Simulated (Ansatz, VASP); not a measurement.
One calculation of SnO2, two programs

```
CELL_PARAMETERS angstrom
1.65890 0.95777 4.29273
-1.65890 0.95777 4.29273
0.00000 -1.91553 4.29273
ATOMIC_POSITIONS crystal
Sn 0.50000 0.50000 0.50000
O 0.24144 0.24144 0.24144
O 0.75856 0.75856 0.75856
```

Alike in both runs: task single point; functional PBEsol; k mesh 12 × 12 × 12; occupations gaussian, width 0.05 eV; no spin polarisation.

|  | VASP | Ansatz |
| --- | --- | --- |
| version | VASP 6.6.1 | Ansatz 0.2.0 |
| potentials or method | VASP PAW PBE potentials, release 64 (Sn_d, O), cutoff 520 eV | scalar-relativistic, plane waves, PAW |
| valence electrons in the cell | 26 | 26 |

VASP gave:

| Property | Result |
| --- | --- |
| gap on the k mesh at the Fermi level (eV) | 1.07 |
| least direct gap on the mesh (eV) | 1.07 |
| pressure (GPa) | -8.6 |
| traceless stress, the component that is largest in VASP (GPa) | 5.54 |
| rms of the force components (eV/Å) | 0.104 |

Task: What did Ansatz give for the same quantities?

Result: gap on the k mesh at the Fermi level (eV): 1.08; least direct gap on the mesh (eV): 1.08; pressure (GPa): -9.2; traceless stress, the component that is largest in VASP (GPa): 5.99; rms of the force components (eV/Å): 0.127.

VASP's potentials were made for PBE, not for PBEsol, and Ansatz warns of the same on its side. Atom by atom the forces differ by 0.023 eV/Å (rms over components). The functional is the same, so the differences come from potentials, cutoffs and numerics.
